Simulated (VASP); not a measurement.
Runs of VASP 6.6.1 on P. The structure is that of space group Pm-3m (No. 221), or close to it. The cells are those of the table. 

| cell | k mesh | gap on the mesh (eV) | pressure (GPa) |
| --- | --- | --- | --- |
| a = 2.395 Å, 1 atom | 11 × 11 × 11 | none | 2.2 |
| a = 2.411 Å, 1 atom | 11 × 11 × 11 | none | 0.0 |
| a = 2.411 Å, 1 atom | 10 × 10 × 10 | none | (a) |
| a = 2.427 Å, 1 atom | 10 × 10 × 10 | none | -2.7 |

Alike in all rows: task single point; level LDA; potentials or basis VASP PAW LDA potentials, release 64 (P); no spin polarisation; cutoff (eV) 520; smearing gaussian 0.05 eV.

Problem. Fill in the values left out.

Solution. (a) -0.2.

A gap of «none» marks levels without a gap at the run's occupations.
